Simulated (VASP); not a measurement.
Wanted: the native input for a VASP 6.6.1 run.

```
Task                   : single point
Functional             : PBE
Dispersion             : D3(BJ)
Potentials or basis    : VASP PAW PBE potentials, release 64 (O, C, S)
Cutoff                 : 520 eV
k mesh                 : 1 × 1 × 1
Occupations            : fermi-dirac, width 0.02 eV
Spin                   : no spin polarisation
Dipole correction      : no
Further INCAR settings : LREAL = Auto; ALGO = Normal; EDIFF = 1e-06; NBANDS = 63
```

The structure of CSO lies in POSCAR:

```
CSO
1.0
    8.1822740000      0.0000000000      0.0000000000
    0.0000000000      8.1822740000      0.0000000000
    0.0000000000      0.0000000000      8.1822740000
O C S
6 6 6
Direct
    0.5402654568      0.6645951969      0.3859562757
    0.8123291887      0.2164557188      0.6278694651
    0.2868395754      0.3816420716      0.0829353796
    0.2604288246      0.2968734608      0.6434274873
    0.4699060432      1.0477405181      0.3063084908
    0.9426719271      0.4648707682     -0.0056341306
    0.5107015482      0.7360545491      0.5102737943
    0.8430663652      0.0909038245      0.5684116665
    0.2097338710      0.4122570327      0.1950191353
    0.2133636688      0.2000910749      0.7318258958
    0.5781522349      1.0817286246      0.2181545130
    0.9000065263      0.5811342910     -0.0681350930
    0.4829219848      0.8530513644      0.6518970154
    0.8881516312     -0.0653608031      0.4542624703
    0.0975156784      0.4202865854      0.3588000109
    0.1798888671      0.0594944633      0.8630241422
    0.7070650531      1.1015030785      0.0753702455
    0.8196132273      0.7376555711     -0.1444341756
```

One way to write it, as run:

INCAR

```
SYSTEM = CSO
PREC = Accurate
ENCUT = 520
EDIFF = 1E-6
ISMEAR = -1
SIGMA = 0.02
LREAL = Auto
LASPH = .True.
NELM = 60
ALGO = Normal
ISIF = 2
LWAVE = .False.
LCHARG = .True.
GGA = PE
IVDW = 12
LELF = .True.
LVHAR = .True.
NBANDS = 63
```

KPOINTS

```
Automatic mesh
0
Gamma
  1 1 1
  0 0 0
```

Potentials or basis: VASP PAW PBE potentials, release 64 (O, C, S).

The run is started by

```bash
$ cat potpaw_PBE.64/O/POTCAR potpaw_PBE.64/C/POTCAR potpaw_PBE.64/S/POTCAR > POTCAR
$ mpirun -np 1 vasp_gam > vasp.out
```

It gave:

```yaml
Pressure: 0.5 GPa
Largest_force: 5.931 eV/Å
Dispersion_energy_per_atom: -0.073 eV
```

Caveat: the k points lie up to 0.77 Å⁻¹ apart; the atoms stand as in a frame of molecular dynamics.

Wall time 110 s on 1 thread of AMD EPYC 7R13, on a shared host, peak memory 0.51 GiB.
